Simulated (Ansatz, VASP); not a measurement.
## InSb: VASP beside Ansatz

Contents of POSCAR:

```
InSb
1.0
    0.0000000000      3.2391000000      3.2391000000
    2.9961675000      0.0000000000      3.2391000000
    2.9961675000      3.2391000000      0.0000000000
In Sb
1 1
Direct
    0.0000000000      0.0000000000      0.0000000000
    0.7500000000      0.7500000000      0.7500000000
```

File INCAR.step1:

```
ALGO = Normal ; EDIFF = 1E-4
ENCUT = 520 ; GGA = PE
ISMEAR = 0 ; LASPH = T
LCHARG = F ; LREAL = F
LWAVE = T ; NBANDS = 16
NELM = 100 ; PREC = Accurate
SIGMA = 0.03
```

File INCAR.step2:

```
ALGO = Normal ; EDIFF = 1E-6
ENCUT = 520 ; ISIF = 2
ISMEAR = 0 ; ISTART = 1
LASPH = T ; LCHARG = T
LELF = T ; LMIXTAU = T
LREAL = F ; LVHAR = T
LWAVE = F ; METAGGA = R2SCAN
NBANDS = 16 ; NELM = 100
PREC = Accurate ; SIGMA = 0.03
```

File KPOINTS:

```
k-points
0
Gamma
  10 10 10
```

Input for Ansatz:

```yaml
crystal:
  lattice:
    - [0.0, 3.2391, 3.2391]
    - [2.9961675, 0.0, 3.2391]
    - [2.9961675, 3.2391, 0.0]
  atoms:
    - { symbol: In, position: [0.0, 0.0, 0.0] }
    - { symbol: Sb, position: [0.75, 0.75, 0.75] }
basis:
  ecutwfc: 500
kpoints:
  mp_grid: { grid: [10, 10, 10] }
hamiltonian:
  xc: r2scan
scf:
  occupations: { method: gaussian, width: 0.03 }
output:
  forces: true
  stress: true
  eigenvalues: true
```

Change from the starting cell: strain -0.0750 x Voigt [1, 0, 0, 0, 0, 0], atoms carried along.

Alike in both runs: task single point; functional r2SCAN; k mesh 10 × 10 × 10; occupations gaussian, width 0.03 eV; no spin polarisation.

|  | VASP | Ansatz |
| --- | --- | --- |
| version | VASP 6.6.1 | Ansatz 0.2.0 |
| potentials or method | VASP PAW PBE potentials, release 64 (In_d, Sb), cutoff 520 eV | scalar-relativistic, plane waves, PAW |
| valence electrons in the cell | 18 | 28 |

|  | VASP | Ansatz | Ansatz less VASP |
| --- | --- | --- | --- |
| gap on the k mesh at the Fermi level (eV) | 0.45 | 0.45 | -0.003 |
| least direct gap on the mesh (eV) | 0.45 | 0.45 | -0.003 |
| pressure (GPa) | 6.4 | 6.4 | 0.00 |
| traceless stress, the component that is largest in VASP (GPa) | 1.17 | 1.17 | -0.004 |

VASP's potentials were made for PBE, not for r2SCAN. With one functional, cell and mesh, what is left measures potentials, basis and numerics. VASP's potentials hold 18 valence electrons a cell and Ansatz's 28, so a difference there can come from the potentials and not from the codes.

Neither program's run includes spin-orbit coupling.
